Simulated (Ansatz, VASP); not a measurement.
**Two plane-wave programs on Sr3Ir**

```xyz
4
Lattice="5.0138 0.0000 0.0000 0.0000 5.0138 0.0000 0.0000 0.0000 5.0138" Properties=species:S:1:pos:R:3 pbc="T T T"
Sr    0.0000    2.5069    2.5069
Sr    2.5069    0.0000    2.5069
Sr    2.5069    2.5069    0.0000
Ir    0.0000    0.0000    0.0000
```

Alike in both runs: functional PBE; k mesh 4 × 4 × 4; occupations gaussian, width 0.1 eV; no spin polarisation.

Ansatz relaxed the structure, and its values are those at the end. VASP's run is a single point on that final structure, the one shown.

|  | VASP | Ansatz |
| --- | --- | --- |
| version | VASP 6.6.1 | Ansatz 0.2.0 |
| potentials or method | VASP PAW PBE potentials, release 64 (Sr_sv, Ir), cutoff 520 eV | scalar-relativistic, plane waves, PAW |
| valence electrons in the cell | 39 | 47 |

VASP gave:

- gap on the k mesh at the Fermi level (eV): none
- pressure (GPa): 0.2

Question: Which values does Ansatz return?

Answer: gap on the k mesh at the Fermi level (eV): none; pressure (GPa): 0.1.

A gap of «none» marks a metal or a gap that the smearing closes. VASP's potentials hold 39 valence electrons a cell and Ansatz's 47, so a difference there can come from the potentials and not from the codes.

Spin-orbit coupling is off throughout.
